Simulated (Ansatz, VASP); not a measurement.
Two plane-wave programs on AlSn

```xyz
2
Lattice="4.1981 0.0000 0.0000 -2.0991 3.6357 0.0000 0.0000 0.0000 3.3068" Properties=species:S:1:pos:R:3 pbc="T T T"
Sn    0.0000    2.4238    1.6534
Al    0.0000    0.0000    0.0000
```

Alike in both runs: task single point; functional PBE; k mesh 7 × 7 × 8; occupations gaussian, width 0.017 eV; no spin polarisation.

|  | VASP | Ansatz |
| --- | --- | --- |
| version | VASP 6.6.1 | Ansatz 0.2.0 |
| potentials or method | VASP PAW PBE potentials, release 64 (Sn_d, Al) | Ansatz PAW |
| plane-wave cutoff (eV) | 520 | 420 |
| valence electrons in the cell | 17 | 17 |

Ansatz gave:

| Property | Result |
| --- | --- |
| gap on the k mesh at the Fermi level (eV) | none |
| pressure (GPa) | 0.3 |
| traceless stress, the component that is largest in VASP (GPa) | 0.54 |

Question: Estimate VASP's values.

Answer: gap on the k mesh at the Fermi level (eV): none; pressure (GPa): 0.2; traceless stress, the component that is largest in VASP (GPa): 0.54.

A gap of «none» marks a metal or a gap that the smearing closes.
